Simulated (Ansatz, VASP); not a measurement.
# One calculation of SnO2, two programs

```
CELL_PARAMETERS angstrom
-1.98611 1.98611 5.09017
1.98611 -1.98611 5.09017
1.98611 1.98611 -5.09017
ATOMIC_POSITIONS crystal
Sn 0.75000 0.25000 0.50000
Sn 0.00000 0.00000 0.00000
O 0.79700 0.79700 0.00000
O 0.95300 0.45300 0.50000
O 0.20300 0.20300 0.00000
O 0.54700 0.04700 0.50000
```

Alike in both runs: functional LDA; k mesh 10 × 10 × 10; occupations gaussian, width 0.02 eV; no spin polarisation.

Ansatz relaxed the structure, and its values are those at the end. VASP's run is a single point on that final structure, the one shown.

|  | VASP | Ansatz |
| --- | --- | --- |
| version | VASP 6.6.1 | Ansatz 0.2.0 |
| potentials or method | VASP PAW LDA potentials, release 64 (Sn_d, O), cutoff 520 eV | scalar-relativistic, plane waves, PAW |
| valence electrons in the cell | 52 | 52 |

```tsv
	VASP	Ansatz	Ansatz less VASP
gap on the k mesh at the Fermi level (eV)	1.77	1.73	-0.031
least direct gap on the mesh (eV)	2.16	2.13	-0.032
pressure (GPa)	0.9	0.0	-0.93
rms of the force components (eV/Å)	0.018	0.000	-0.0179
```

LDA's correlation is that of Perdew and Zunger in VASP and of Perdew and Wang (1992) in Ansatz.
